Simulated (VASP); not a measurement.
Set up this calculation in VASP 6.6.1, as the native input.

| Quantity | Value |
| --- | --- |
| Task | single point |
| Functional | BLYP |
| Potentials or basis | VASP PAW PBE potentials, release 64 (Rb_sv) |
| Cutoff | 520 eV |
| k mesh | 6 × 6 × 6 |
| Occupations | fermi-dirac, width 0.1 eV |
| Spin | no spin polarisation |
| Dipole correction | no |
| Further INCAR settings | ALGO = Normal; EDIFF = 1e-06; NBANDS = 16 |

The structure of Rb lies in POSCAR:

```
Rb
1.0
    0.0000000000      5.5190215757      5.5190215757
    5.5190215757      0.0000000000      5.5190215757
    5.5190215757      5.5190215757      0.0000000000
Rb
2
Direct
    0.1250000000      0.1250000000      0.1250000000
    0.8750000000      0.8750000000      0.8750000000
```

This isn't the form of Rb at room conditions, which is bcc.

The input as run:

INCAR

```
PREC     = Accurate       # precision mode
ENCUT    = 520            # plane-wave cutoff, eV
EDIFF    = 1E-6           # SCF threshold, eV
ISMEAR   = -1             # smearing method
SIGMA    = 0.1            # smearing width, eV
LREAL    = False          # projectors in reciprocal space
LASPH    = True           # aspherical terms in the spheres
NELM     = 60             # most SCF steps
ALGO     = Normal         # electronic algorithm
ISIF     = 2              # what is computed and relaxed
LWAVE    = False          # write WAVECAR
LCHARG   = False          # write CHGCAR
GGA      = B5             # functional
ALDAX    = 1.0          
AGGAX    = 1.0          
AGGAC    = 1.0          
ALDAC    = 0.0          
NBANDS   = 16             # bands
```

KPOINTS

```
Automatic mesh
0
Gamma
  6 6 6
```

Potentials or basis: VASP PAW PBE potentials, release 64 (Rb_sv).

Launch:

```sh
$ cat potpaw_PBE.64/Rb_sv/POTCAR > POTCAR
$ mpirun -np 1 vasp_std > vasp.out
```

It gave:

| Quantity | Value |
| --- | --- |
| Pressure | 0.0 GPa |
| Band gap on the k mesh | zero (bands 9 and 10 overlap by 0.03 eV) |

Caveat: the PAW data sets were made with another functional, which shifts forces and pressure a little.

It took 68 s on 1 thread of Intel(R) Xeon(R) 6975P-C (Granite Rapids), with other jobs on the host, peak memory 0.5 GiB.
